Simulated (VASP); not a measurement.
The system is ScInS3.

```xyz
5
Lattice="4.3555 0.0000 0.0000 0.0000 4.3555 0.0000 0.0000 0.0000 5.8680" Properties=species:S:1:pos:R:3 pbc="T T T"
Sc    2.1777    2.1777    4.2354
In    0.0000    0.0000    0.0635
S     2.1777    0.0000    1.3951
S     0.0000    2.1777    1.3951
S     0.0000    0.0000    3.4756
```

The cell was built from a structure type or drawn by symmetry, and may not be a known phase.

| Property | Result |
| --- | --- |
| Program | VASP 6.6.1 |
| Task | relaxation of cell and atoms |
| Functional | PBE |
| Potentials or basis | VASP PAW PBE potentials, release 64 (Sc_sv, In_d, S) |
| Cutoff | 600 eV |
| k mesh | 4 × 4 × 4 |
| Occupations | gaussian, width 0.1 eV |
| Spin | no spin polarisation |

At the start: pressure -0.1 GPa; volume 22.26 Å³/atom.

Problem. Where does the relaxation end?

Solution. Over 27 steps the energy falls by 851.8 meV/atom and the volume is 25.74 Å³/atom (+15.6 %); space group P4mm (No. 99, to 0.1 Å) before and after.

The path:
| step | energy change (eV) | largest force (eV/Å) | pressure (GPa) | volume (Å³) |
| --- | --- | --- | --- | --- |
| 1 | 0.0000 | 1.8696 | -0.10 | 111.32 |
| 2 | -0.2824 | 1.3317 | 1.40 | 111.05 |
| 3 | -0.3694 | 2.6142 | 3.58 | 110.71 |
| 4 | -0.4884 | 2.2778 | 3.07 | 112.16 |
| 5 | -0.7554 | 1.5606 | 1.60 | 116.58 |
| 6 | -0.9599 | 1.8429 | -1.22 | 125.64 |
| 7 | -1.2053 | 2.2008 | -1.45 | 125.28 |
| 8 | -1.9743 | 2.5823 | -1.53 | 124.19 |
| 9 | -2.7435 | 2.1417 | 3.17 | 121.93 |
| 10 | -2.9176 | 1.9410 | 1.90 | 126.00 |
| 11 | -2.9635 | 1.7590 | 0.93 | 129.84 |
| 12 | -3.1114 | 1.5642 | -0.32 | 130.98 |
| 13 | -3.3258 | 0.6752 | -2.37 | 134.45 |
| 14 | -3.4310 | 0.7309 | -1.61 | 133.08 |
| 15 | -3.6061 | 2.3808 | 1.08 | 129.09 |
| 16 | -3.7353 | 2.2181 | 1.27 | 128.56 |
| 17 | -4.0306 | 1.8271 | 1.94 | 126.68 |
| 18 | -4.0444 | 1.3792 | 3.38 | 121.71 |
| 19 | -4.1424 | 1.5823 | 2.72 | 124.13 |
| 20 | -4.2098 | 0.8754 | 1.23 | 126.35 |
| 21 | -4.2363 | 0.3578 | -0.40 | 129.21 |
| 22 | -4.2364 | 0.3592 | -0.36 | 129.09 |
| 23 | -4.2442 | 0.2918 | -0.26 | 128.94 |
| 24 | -4.2574 | 0.1124 | 0.03 | 128.49 |
| 25 | -4.2585 | 0.0828 | 0.16 | 128.32 |
| 26 | -4.2590 | 0.0425 | -0.01 | 128.60 |
| 27 | -4.2590 | 0.0309 | -0.07 | 128.70 |

Final structure:
```
CELL_PARAMETERS angstrom
4.51205 0.00000 0.00000
0.00000 4.51205 0.00000
0.00000 0.00000 6.32175
ATOMIC_POSITIONS crystal
Sc 0.50000 0.50000 0.47700
In 0.00000 0.00000 0.07478
S 0.50000 0.00000 0.27681
S 0.00000 0.50000 0.27681
S 0.00000 0.00000 0.69500
```

Caveat: the k points lie up to 0.35 Å⁻¹ apart in the final cell; the volume moved by over 15 % at a fixed basis, so the end points are rough.
